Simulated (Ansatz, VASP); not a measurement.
**One calculation of MgO, two programs**

Contents of POSCAR:

```
MgO
1.0
    2.9380209034      0.0000000000      0.0000000000
   -1.4690104517      2.5444007392      0.0000000000
    0.0000000000      0.0000000000      2.6796800000
Mg O
1 1
Direct
    0.0000000000      0.0000000000      0.0000000000
    0.3333333333      0.6666666667      0.5000000000
```

INCAR.step1

```
  ALGO = Normal
  EDIFF = 1E-5
  ENCUT = 600
  GGA = PE
  ISMEAR = -1
  LASPH = True
  LCHARG = False
  LREAL = False
  LWAVE = True
  NBANDS = 11
  NELM = 80
  PREC = Accurate
  SIGMA = 0.05
```

INCAR.step2

```
  AEXX = 1.0
  AGGAC = 0.0
  ALDAC = 0.0
  ALGO = Normal
  EDIFF = 1E-7
  EDIFFG = -0.01
  ENCUT = 600
  GGA = PE
  IBRION = 2
  ISIF = 3
  ISMEAR = -1
  ISTART = 1
  LASPH = True
  LCHARG = False
  LHFCALC = True
  LREAL = False
  LWAVE = False
  NELM = 80
  NSW = 60
  PREC = Accurate
  PRECFOCK = Normal
  SIGMA = 0.05
```

KPOINTS

```
k-points
0
Gamma
  5 5 5
```

input

```
crystal:
  lattice:
    - [2.9380209034, 0.0, 0.0]
    - [-1.4690104517, 2.5444007392, 0.0]
    - [0.0, 0.0, 2.67968]
  atoms:
    - { symbol: Mg, position: [0.0, 0.0, 0.0] }
    - { symbol: O, position: [0.3333333333, 0.6666666667, 0.5] }
hamiltonian:
  xc: hf
  pseudopotentials: { kind: paw }
kpoints:
  mp_grid: { grid: [5, 5, 5] }
scf:
  occupations: { method: fermi_dirac, width: 0.05 }
output:
  forces: true
  stress: true
  eigenvalues: true
  write_density: true
  write_potential: true
  elf: true
  volumetric_format: npy
relax:
  f_tol: 0.01
  max_steps: 40
  cell: { stress_tol: 0.05 }
```

Alike in both runs: task relaxation of cell and atoms; functional HF; k mesh 5 × 5 × 5; occupations fermi-dirac, width 0.05 eV; no spin polarisation.

|  | VASP | Ansatz |
| --- | --- | --- |
| version | VASP 6.6.1 | Ansatz 0.2.0 |
| potentials or method | VASP PAW PBE potentials, release 64 (Mg, O) | Ansatz PAW |
| plane-wave cutoff (eV) | 600 | 420 |
| valence electrons in the cell | 8 | 16 |

|  | VASP | Ansatz | Ansatz less VASP |
| --- | --- | --- | --- |
| gap on the k mesh at the Fermi level, each at its own relaxed structure (eV) | 13.81 | 13.91 | +0.099 |
| relaxed volume (Å³/atom) | 9.49 | 9.48 | -0.011 |
| relaxed cell length with the largest relative difference (Å) | 2.629 | 2.627 | -0.0014 |

VASP's potentials were made for PBE, not for HF. VASP's potentials hold 8 valence electrons a cell and Ansatz's 16, so a difference there can come from the potentials and not from the codes.

The k mesh is coarse, so the values compare programs but aren't converged. Noted on Ansatz's run: odd divisions of the mesh miss points on the zone boundary, where band edges often lie, so the gap on the mesh can be too wide; the plane-wave basis is chosen anew once the cell has moved, so the energies of steps on either side of that aren't comparable.
